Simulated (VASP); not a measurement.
Write the native input for VASP 6.6.1 that does the following.

```yaml
Task: single point
Functional: PBE
Potentials_or_basis: VASP PAW PBE potentials, release 64 (K_sv, Ta_pv, O)
Cutoff: 520 eV
k_mesh: 8 × 8 × 8
Occupations: gaussian, width 0.05 eV
Spin: no spin polarisation
Dipole_correction: no
Further_INCAR_settings: ALGO = Normal; EDIFF = 1e-07; NBANDS = 27
```

The structure of KTaO3 lies in POSCAR:

```
KTaO3
1.0
    4.2874225000      0.0000000000      0.0000000000
    0.0000000000      3.9883000000      0.0000000000
    0.0000000000      0.0000000000      3.9883000000
K Ta O
1 1 3
Direct
    0.5000000000      0.5000000000      0.5000000000
    0.0000000000      0.0000000000      0.0000000000
    0.5000000000      0.0000000000      0.0000000000
    0.0000000000      0.5000000000      0.0000000000
    0.0000000000      0.0000000000      0.5000000000
```

This cell differs from its parent crystal: strain +0.0750 x Voigt [1, 0, 0, 0, 0, 0].

One way to write it, as run:

INCAR

```
SYSTEM = KTaO3
PREC = Accurate
ENCUT = 520
EDIFF = 1E-7
ISMEAR = 0
SIGMA = 0.05
LREAL = .False.
LASPH = .True.
NELM = 60
ALGO = Normal
ISIF = 2
LWAVE = .False.
LCHARG = .False.
GGA = PE
NBANDS = 27
```

KPOINTS

```
regular mesh
0
Gamma
  8 8 8
  0 0 0
```

Potentials or basis: VASP PAW PBE potentials, release 64 (K_sv, Ta_pv, O).

Run with:

```console
$ cat potpaw_PBE.64/K_sv/POTCAR potpaw_PBE.64/Ta_pv/POTCAR potpaw_PBE.64/O/POTCAR > POTCAR
$ mpirun -np 1 vasp_std > vasp.out
```

It gave:

* Pressure: -5.6 GPa
* Band gap on the k mesh: 1.92 eV, indirect (least direct gap 2.43 eV)

Caveat: the cell differs from its parent crystal (strain +0.0750 x Voigt [1, 0, 0, 0, 0, 0]); spin-orbit coupling is left out, which moves the levels of the heavy elements.

It took 59 s on 1 thread of Intel(R) Xeon(R) 6975P-C (Granite Rapids), with other jobs on the host, peak memory 0.26 GiB.
